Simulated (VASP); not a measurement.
A run of VASP 6.6.1:

INCAR

```
PREC = Accurate
ENCUT = 600
EDIFF = 1E-6
ISMEAR = -1
SIGMA = 0.15
LREAL = False
LASPH = True
NELM = 60
ALGO = Normal
ISIF = 3
LWAVE = False
LCHARG = False
IBRION = 2
NSW = 80
EDIFFG = -0.001
PSTRESS = 70.0
```

Contents of KPOINTS:

```
Automatic mesh
0
Gamma
  20 20 20
```

The input POSCAR:

```
Mo
1.0
   -1.5559477923      1.5559477923      1.5559477923
    1.5559477923     -1.5559477923      1.5559477923
    1.5559477923      1.5559477923     -1.5559477923
Mo
1
Direct
    0.0000000000      0.0000000000      0.0000000000
```

Potentials or basis: VASP PAW LDA potentials, release 64 (Mo_sv).

Launch:

```sh
$ cat potpaw_LDA.64/Mo_sv/POTCAR > POTCAR
$ mpirun -np 1 vasp_std > vasp.out
```

Hardware: 1 thread of Intel Xeon 8259CL, on a shared host.

**Question.** How long does it take, and how much memory?

**Answer.** Run time: 4.5 min on 1 thread of Intel Xeon 8259CL, on a shared host, peak memory 0.19 GiB. Counts: scf iterations 72, k points 256, ion steps 18.
